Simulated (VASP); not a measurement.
CuO:

```
CELL_PARAMETERS angstrom
2.87950 0.00000 0.00000
0.03907 2.87928 0.00000
0.01750 0.01724 5.17634
ATOMIC_POSITIONS crystal
Cu 0.98699 0.50655 0.99987
Cu 0.48639 0.00099 0.50254
O 0.99593 0.99062 0.74703
O 0.00004 0.99172 0.25001
```

This cell differs from its parent crystal: atoms moved at random.

Base run:

| Item | Value |
| --- | --- |
| Program | VASP 6.6.1 |
| Functional | PBE |
| Potentials or basis | VASP PAW PBE potentials, release 64 (Cu, O) |
| Cutoff | 520 eV |
| k mesh | 9 × 9 × 5 |
| Occupations | fermi-dirac, width 0.05 eV |
| Spin | no spin polarisation |

Its results: band gap on the k mesh zero (band 17 reaches 5.90 eV, above the bottom of band 18 at 4.99 eV); pressure 6.9 GPa; largest force 0.698 eV/Å.

Q: The run is repeated on the same cell with these changes: functional from PBE to PBEsol. What comes out?

A: Band gap on the k mesh zero (band 17 reaches 5.74 eV, above the bottom of band 18 at 4.81 eV); pressure -1.0 GPa; largest force 0.663 eV/Å.

PBEsol binds more tightly than PBE, so the same cell stands under less pressure.

Caveats: semilocal functionals often make such compounds metallic where correlation or magnetic order opens a gap, which also shifts bond lengths; the PAW data sets were made with another functional, which shifts forces and pressure a little (some runs).
